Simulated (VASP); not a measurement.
# HfO2 (Fm-3m) in VASP: notebook, part 2 of 2

VASP 6.6.1. The steps go on from the part before.

### Step 3. Vibrations by perturbation theory, LDA

This run uses another cell than the first one, of 10.05 Å³/atom, 1.032 times its volume.

INCAR reads:

```
  PREC = Accurate
  ENCUT = 520
  EDIFF = 1E-8
  ISMEAR = 0
  SIGMA = 0.01
  LREAL = False
  LASPH = True
  NELM = 100
  ALGO = Normal
  ISIF = 2
  LWAVE = False
  LCHARG = False
  IBRION = 8
  NSW = 1
  LEPSILON = True
```

KPOINTS reads:

```
regular mesh
0
Gamma
  8 8 8
```

POSCAR reads:

```
HfO2
1.0
    0.0000000000      2.4706059736      2.4706059736
    2.4706059736      0.0000000000      2.4706059736
    2.4706059736      2.4706059736      0.0000000000
Hf O
1 2
Direct
    0.0000000000      0.0000000000      0.0000000000
    0.2500000000      0.2500000000      0.2500000000
    0.7500000000      0.7500000000      0.7500000000
```

Potentials or basis: VASP PAW LDA potentials, release 64 (Hf_pv, O).

The run is started by

```sh
$ cat potpaw_LDA.64/Hf_pv/POTCAR potpaw_LDA.64/O/POTCAR > POTCAR
$ mpirun -np 1 vasp_std > vasp.out
```

OUTCAR:

```text
PREC = Accurate
   ENCUT = 520
   EDIFF = 1E-8
   ISMEAR = 0
   LREAL = False
   LASPH = True
   NELM = 100
   ISIF = 2
   IBRION = 8
   NSW = 1
   LEPSILON = True

 ion  position               nearest neighbor table
   1  0.000  0.000  0.000-   2 2.14   3 2.14   3 2.14   3 2.14   3 2.14   2 2.14   2 2.14   2 2.14

   2  0.250  0.250  0.250-   1 2.14   1 2.14   1 2.14   1 2.14
   3  0.750  0.750  0.750-   1 2.14   1 2.14   1 2.14   1 2.14

  LATTYP: Found a face centered cubic cell.
 ALAT       =     4.9412119472

  Lattice vectors:

 A1 = (   0.0000000000,   2.4706059736,   2.4706059736)
 A2 = (   2.4706059736,   0.0000000000,   2.4706059736)
 A3 = (   2.4706059736,   2.4706059736,   0.0000000000)

Analysis of symmetry for initial positions (statically):
=====================================================================
 Subroutine PRICEL returns:
 Original cell was already a primitive cell.

 Routine SETGRP: Setting up the symmetry group for a
 face centered cubic supercell.

 Subroutine GETGRP returns: Found 48 space group operations
 (whereof 48 operations were pure point group operations)
 out of a pool of 48 trial point group operations.

The static configuration has the point symmetry O_h .

Analysis of symmetry for dynamics (positions and initial velocities):
=====================================================================
 Subroutine PRICEL returns:
 Original cell was already a primitive cell.

 Routine SETGRP: Setting up the symmetry group for a
 face centered cubic supercell.

 Subroutine GETGRP returns: Found 48 space group operations
 (whereof 48 operations were pure point group operations)
 out of a pool of 48 trial point group operations.

The dynamic configuration has the point symmetry O_h .

 Subroutine INISYM returns: Found 48 space group operations
 (whereof 48 operations are pure point group operations),
 and found     1 'primitive' translations

----------------------------------------------------------------------------------------

                                     Primitive cell

  volume of cell :      30.1606

  direct lattice vectors                    reciprocal lattice vectors
     0.000000000  2.470605974  2.470605974    -0.202379499  0.202379499  0.202379499
     2.470605974  0.000000000  2.470605974     0.202379499 -0.202379499  0.202379499
     2.470605974  2.470605974  0.000000000     0.202379499  0.202379499 -0.202379499

  length of vectors
     3.493964475  3.493964475  3.493964475     0.350531575  0.350531575  0.350531575

  position of ions in fractional coordinates (direct lattice)
     0.000000000  0.000000000  0.000000000
[... 641 lines left out ...]
  ---------------------------------------------------
  free energy    TOTEN  =        -0.36112334 eV

  energy without entropy =       -0.36112334

------------------------ aborting loop because EDIFF is reached ----------------------------------------

 INTERNAL STRAIN TENSOR  FOR ION    2  DIRECTION 1   (eV/Angst):
 -----------------------------------------------------------------------------
    -0.00115  0.00000  0.00000
     0.00000  0.00069-10.42816
     0.00000-10.42816  0.00069

 MACROSCOPIC STATIC DIELECTRIC TENSOR (including local field effects in DFT)
 ------------------------------------------------------
           5.327398    -0.000000     0.000000
           0.000000     5.327398    -0.000000
           0.000000    -0.000000     5.327398
 ------------------------------------------------------

 PIEZOELECTRIC TENSOR (including local field effects)  for field in x, y, z        (e  Angst)
          XX          YY          ZZ          XY          YZ          ZX
  --------------------------------------------------------------------------------
  x     0.00000     0.00000     0.00000     0.00000     0.00000     0.00000
  y     0.00000     0.00000     0.00000     0.00000     0.00000     0.00000
  z     0.00000     0.00000     0.00000     0.00000     0.00000     0.00000

 PIEZOELECTRIC TENSOR (including local field effects)  for field in x, y, z        (C/m^2)
          XX          YY          ZZ          XY          YZ          ZX
  --------------------------------------------------------------------------------
  x     0.00000     0.00000     0.00000     0.00000     0.00000     0.00000
  y     0.00000     0.00000     0.00000     0.00000     0.00000     0.00000
  z     0.00000     0.00000     0.00000     0.00000     0.00000     0.00000

 BORN EFFECTIVE CHARGES (including local field effects) (in |e|, cummulative output)
 ---------------------------------------------------------------------------------
 ion    1
    1     5.56591     0.00000     0.00000
    2     0.00000     5.56591     0.00000
    3     0.00000     0.00000     5.56591
 ion    2
    1    -2.78296     0.00000     0.00000
    2     0.00000    -2.78296     0.00000
    3     0.00000     0.00000    -2.78296
 ion    3
    1    -2.78296     0.00000     0.00000
    2     0.00000    -2.78296     0.00000
    3     0.00000     0.00000    -2.78296

 INTERNAL STRAIN TENSOR FOR ION    3 for displacements in x,y,z  (eV/Angst):
          X           Y           Z          XY          YZ          ZX
  --------------------------------------------------------------------------------
  x     0.00000     0.00000     0.00000     0.00000    10.42816     0.00000
  y     0.00000     0.00000     0.00000     0.00000     0.00000    10.42816
  z     0.00000     0.00000     0.00000    10.42816     0.00000     0.00000

 SECOND DERIVATIVES (NOT SYMMETRIZED)
 ------------------------------------
               1X          1Y          1Z          2X          2Y          2Z          3X          3Y          3Z
  1X    -8.145879    0.000000    0.000000    4.072939    0.000000    0.000000    4.072939    0.000000    0.000000
  1Y     0.000000   -8.145879    0.000000    0.000000    4.072939    0.000000    0.000000    4.072939    0.000000
  1Z     0.000000    0.000000   -8.145879    0.000000    0.000000    4.072939    0.000000    0.000000    4.072939
  2X     4.085785    0.000000    0.000000  -13.688838    0.000000    0.000000    9.603054    0.000000    0.000000
  2Y     0.000000    4.085785    0.000000    0.000000  -13.688838    0.000000    0.000000    9.603054    0.000000
  2Z     0.000000    0.000000    4.085785    0.000000    0.000000  -13.688838    0.000000    0.000000    9.603054
  3X     4.085785    0.000000    0.000000    9.603054    0.000000    0.000000  -13.688838    0.000000    0.000000
  3Y     0.000000    4.085785    0.000000    0.000000    9.603054    0.000000    0.000000  -13.688838    0.000000
  3Z     0.000000    0.000000    4.085785    0.000000    0.000000    9.603054    0.000000    0.000000  -13.688838

 Eigenvectors and eigenvalues of the dynamical matrix
 ----------------------------------------------------

   1 f  =   18.862234 THz   118.514909 2PiTHz  629.176388 cm-1    78.007895 meV
             X         Y         Z           dx          dy          dz
      0.000000  0.000000  0.000000     0.000000    0.000000   -0.000000
      1.235303  1.235303  1.235303     0.000000    0.000000   -0.707107
      3.705909  3.705909  3.705909    -0.000000   -0.000000    0.707107
[... 43 lines left out ...]
   9 f/i=    0.004843 THz     0.030431 2PiTHz    0.161553 cm-1     0.020030 meV
             X         Y         Z           dx          dy          dz
      0.000000  0.000000  0.000000    -0.180567    0.903193   -0.004036
      1.235303  1.235303  1.235303    -0.053977    0.269992   -0.001206
      3.705909  3.705909  3.705909    -0.053977    0.269992   -0.001206

--------------------------------------------------------------------------------------------------------

 MACROSCOPIC STATIC DIELECTRIC TENSOR IONIC CONTRIBUTION
 ------------------------------------------------------
          22.793117     0.000000    -0.000000
           0.000000    22.793117    -0.000000
          -0.000000    -0.000000    22.793117
 ------------------------------------------------------

 ELASTIC MODULI CONTR FROM IONIC RELAXATION (kBar)
 Direction    XX          YY          ZZ          XY          YZ          ZX
 --------------------------------------------------------------------------------
 XX          -0.0000     -0.0000     -0.0000     -0.0000     -0.0000     -0.0000
 YY          -0.0000     -0.0000     -0.0000     -0.0000     -0.0000     -0.0000
 ZZ          -0.0000     -0.0000     -0.0000     -0.0000     -0.0000     -0.0000
 XY          -0.0000     -0.0000     -0.0000   -496.0328      0.0000     -0.0000
 YZ          -0.0000     -0.0000     -0.0000      0.0000   -496.0328     -0.0000
 ZX          -0.0000     -0.0000     -0.0000     -0.0000     -0.0000   -496.0328
 --------------------------------------------------------------------------------

 PIEZOELECTRIC TENSOR IONIC CONTR  for field in x, y, z        (C/m^2)
          XX          YY          ZZ          XY          YZ          ZX
  --------------------------------------------------------------------------------
  x    -0.00000     0.00000     0.00000    -0.00000     0.00000     0.00000
  y    -0.00000    -0.00000    -0.00000    -0.00000    -0.00000    -0.00000
  z    -0.00000    -0.00000     0.00000    -0.00000     0.00000    -0.00000
```

OSZICAR:

```text
N       E                     dE             d eps       ncg     rms          rms(c)
DAV:   1     0.937584608448E+02    0.93758E+02   -0.13458E+04   870   0.147E+03
DAV:   2    -0.354640962589E+02   -0.12922E+03   -0.12647E+03  1122   0.319E+02
[... 175 lines left out ...]
RMM:   9    -0.361123948470E+00   -0.32851E-05   -0.34551E-09  5115   0.490E-04    0.789E-04
RMM:  10    -0.361123608289E+00    0.34018E-06   -0.33623E-09  5212   0.147E-04    0.180E-04
RMM:  11    -0.361123410475E+00    0.19781E-06   -0.32762E-08  5164   0.632E-05    0.703E-05
RMM:  12    -0.361123321852E+00    0.88623E-07   -0.25284E-08  5032   0.385E-05    0.222E-05
RMM:  13    -0.361123335118E+00   -0.13266E-07   -0.10371E-08  5189   0.299E-05    0.820E-06
RMM:  14    -0.361123336222E+00   -0.11037E-08    0.50984E-09  3979   0.262E-05    0.589E-06
 Linear response finished
```

Wall time 5.3 min (1 thread of Intel Xeon Platinum 8259CL at 2.50GHz (Skylake/Cascade Lake), shared host); peak memory 0.28 GiB.

Results:

```yaml
Electronic_dielectric_tensor_diagonal: 5.33
Born_charges_mean_of_the_diagonal: Hf +5.57; O -2.78 e
Highest_phonon_frequency_at_Γ_LO-TO_splitting_left_out: 629 cm⁻¹
```

Phonon frequencies in cm⁻¹ (negative: imaginary):
```
              q point                    frequencies
(0.000, 0.000, 0.000)  0 0 0 286 286 286 629 629 629
```

Electronic dielectric tensor:
```
5.33 0.00 0.00
0.00 5.33 0.00
0.00 0.00 5.33
```

Born effective charge tensors (e):
atom 1, Hf
```
5.57 0.00 0.00
0.00 5.57 0.00
0.00 0.00 5.57
```
atom 2, O
```
-2.78  0.00  0.00
 0.00 -2.78  0.00
 0.00  0.00 -2.78
```
atom 3, O
```
-2.78  0.00  0.00
 0.00 -2.78  0.00
 0.00  0.00 -2.78
```

Caveat: the cell wasn't relaxed at this level first, which shifts response properties; spin-orbit coupling is left out, which moves the levels of the heavy elements.

### Step 4. Vibrations by perturbation theory, LDA (phonons at volume x 0.98)

INCAR reads:

```
SYSTEM = HfO2
PREC = Accurate
ENCUT = 520
EDIFF = 1E-8
ISMEAR = 0
SIGMA = 0.01
LREAL = .FALSE.
LASPH = .TRUE.
NELM = 100
ALGO = Normal
ISIF = 2
LWAVE = .FALSE.
LCHARG = .TRUE.
GGA = CA
NBANDS = 18
IBRION = 8
NSW = 1
LEPSILON = .TRUE.
```

KPOINTS reads:

```
Automatic mesh
0
G
  8 8 8
  0 0 0
```

POSCAR reads:

```
HfO2
1.0
    0.0000000000      2.4837094525      2.4837094525
    2.4837094525      0.0000000000      2.4837094525
    2.4837094525      2.4837094525      0.0000000000
Hf O
1 2
Direct
    0.0000000000      0.0000000000      0.0000000000
    0.2500000000      0.2500000000      0.2500000000
    0.7500000000      0.7500000000      0.7500000000
```

Potentials or basis: VASP PAW LDA potentials, release 64 (Hf_pv, O).

The run is started by

```sh
$ cat potpaw_LDA.64/Hf_pv/POTCAR potpaw_LDA.64/O/POTCAR > POTCAR
$ mpirun -np 1 vasp_std > vasp.out
```

OUTCAR:

```text
SYSTEM = HfO2
   PREC = Accurate
   ENCUT = 520
   EDIFF = 1E-8
   ISMEAR = 0
   LREAL = .FALSE.
   LASPH = .TRUE.
   NELM = 100
   ISIF = 2
   GGA = CA
   IBRION = 8
   NSW = 1
   LEPSILON = .TRUE.

 ion  position               nearest neighbor table
   1  0.000  0.000  0.000-   3 2.15   3 2.15   3 2.15   2 2.15   3 2.15   2 2.15   2 2.15   2 2.15

   2  0.250  0.250  0.250-   1 2.15   1 2.15   1 2.15   1 2.15
   3  0.750  0.750  0.750-   1 2.15   1 2.15   1 2.15   1 2.15

  LATTYP: Found a face centered cubic cell.
 ALAT       =     4.9674189050

  Lattice vectors:

 A1 = (   0.0000000000,   2.4837094525,   2.4837094525)
 A2 = (   2.4837094525,   0.0000000000,   2.4837094525)
 A3 = (   2.4837094525,   2.4837094525,   0.0000000000)
[... 824 lines left out ...]
  2X     3.624357    0.000000    0.000000  -12.908995    0.000000    0.000000    9.284637    0.000000    0.000000
  2Y     0.000000    3.624357    0.000000    0.000000  -12.908995    0.000000    0.000000    9.284637    0.000000
  2Z     0.000000    0.000000    3.624357    0.000000    0.000000  -12.908995    0.000000    0.000000    9.284637
  3X     3.624357    0.000000    0.000000    9.284637    0.000000    0.000000  -12.908995    0.000000    0.000000
  3Y     0.000000    3.624357    0.000000    0.000000    9.284637    0.000000    0.000000  -12.908995    0.000000
  3Z     0.000000    0.000000    3.624357    0.000000    0.000000    9.284637    0.000000    0.000000  -12.908995

 Eigenvectors and eigenvalues of the dynamical matrix
 ----------------------------------------------------

   1 f  =   18.412168 THz   115.687064 2PiTHz  614.163817 cm-1    76.146574 meV
             X         Y         Z           dx          dy          dz
      0.000000  0.000000  0.000000    -0.000000    0.000000    0.000000
      1.241855  1.241855  1.241855     0.706772   -0.021741    0.000000
      3.725564  3.725564  3.725564    -0.706772    0.021741    0.000000
[... 43 lines left out ...]
   9 f/i=    0.004039 THz     0.025375 2PiTHz    0.134713 cm-1     0.016702 meV
             X         Y         Z           dx          dy          dz
      0.000000  0.000000  0.000000     0.726149   -0.564663    0.046860
      1.241855  1.241855  1.241855     0.217107   -0.168825    0.014010
      3.725564  3.725564  3.725564     0.217107   -0.168825    0.014010

--------------------------------------------------------------------------------------------------------

 MACROSCOPIC STATIC DIELECTRIC TENSOR IONIC CONTRIBUTION
 ------------------------------------------------------
          25.217976    -0.000000     0.000000
          -0.000000    25.217976     0.000000
           0.000000     0.000000    25.217976
 ------------------------------------------------------

 ELASTIC MODULI CONTR FROM IONIC RELAXATION (kBar)
 Direction    XX          YY          ZZ          XY          YZ          ZX
 --------------------------------------------------------------------------------
 XX          -0.0000      0.0000     -0.0000      0.0000     -0.0000     -0.0000
 YY           0.0000     -0.0000     -0.0000      0.0000      0.0000      0.0000
 ZZ          -0.0000     -0.0000     -0.0000      0.0000     -0.0000      0.0000
 XY           0.0000      0.0000      0.0000   -417.6829      0.0000     -0.0000
 YZ          -0.0000      0.0000     -0.0000      0.0000   -417.6829     -0.0000
 ZX          -0.0000      0.0000      0.0000     -0.0000     -0.0000   -417.6829
 --------------------------------------------------------------------------------

 PIEZOELECTRIC TENSOR IONIC CONTR  for field in x, y, z        (C/m^2)
          XX          YY          ZZ          XY          YZ          ZX
  --------------------------------------------------------------------------------
  x     0.00000     0.00000    -0.00000     0.00000     0.00000    -0.00000
  y     0.00000     0.00000     0.00000    -0.00000     0.00000     0.00000
  z    -0.00000     0.00000     0.00000    -0.00000    -0.00000    -0.00000
```

OSZICAR:

```text
N       E                     dE             d eps       ncg     rms          rms(c)
DAV:   1     0.875371238277E+02    0.87537E+02   -0.12845E+04  1044   0.122E+03
DAV:   2    -0.348547213077E+02   -0.12239E+03   -0.11927E+03  1336   0.288E+02
DAV:   3    -0.386218955274E+02   -0.37672E+01   -0.37519E+01  1214   0.444E+01
DAV:   4    -0.386434353566E+02   -0.21540E-01   -0.21531E-01  1296   0.368E+00
[... 162 lines left out ...]
RMM:   9    -0.361007885842E+00   -0.42211E-07   -0.51656E-09  6114   0.140E-04    0.455E-05
RMM:  10    -0.361007630558E+00    0.25528E-06   -0.34532E-09  6232   0.726E-05    0.201E-05
RMM:  11    -0.361007659633E+00   -0.29075E-07    0.10014E-08  6521   0.578E-05    0.367E-06
RMM:  12    -0.361007673724E+00   -0.14090E-07    0.70202E-08  6234   0.546E-05    0.705E-07
RMM:  13    -0.361007678483E+00   -0.47593E-08    0.35790E-09  5726   0.542E-05    0.429E-07
 Linear response finished
```

Run time: 8.9 min. Hardware: 1 thread of Intel Xeon Platinum 8259CL at 2.50GHz (Skylake/Cascade Lake), shared host; peak memory 0.31 GiB.

Results:

```yaml
Electronic_dielectric_tensor_diagonal: 5.33
Born_charges_mean_of_the_diagonal: Hf +5.56; O -2.78 e
Highest_phonon_frequency_at_Γ_LO-TO_splitting_left_out: 614 cm⁻¹
```

Phonon frequencies in cm⁻¹ (negative: imaginary):
```
              q point                    frequencies
(0.000, 0.000, 0.000)  0 0 0 269 269 269 614 614 614
```

Electronic dielectric tensor:
```
5.33 0.00 0.00
0.00 5.33 0.00
0.00 0.00 5.33
```

Born effective charge tensors (e):
atom 1, Hf
```
5.56 0.00 0.00
0.00 5.56 0.00
0.00 0.00 5.56
```
atom 2, O
```
-2.78  0.00  0.00
 0.00 -2.78  0.00
 0.00  0.00 -2.78
```
atom 3, O
```
-2.78  0.00  0.00
 0.00 -2.78  0.00
 0.00  0.00 -2.78
```

Caveat: the cell differs from its parent crystal (phonons at volume x 0.98); the cell wasn't relaxed at this level first, which shifts response properties; spin-orbit coupling is left out, which moves the levels of the heavy elements.
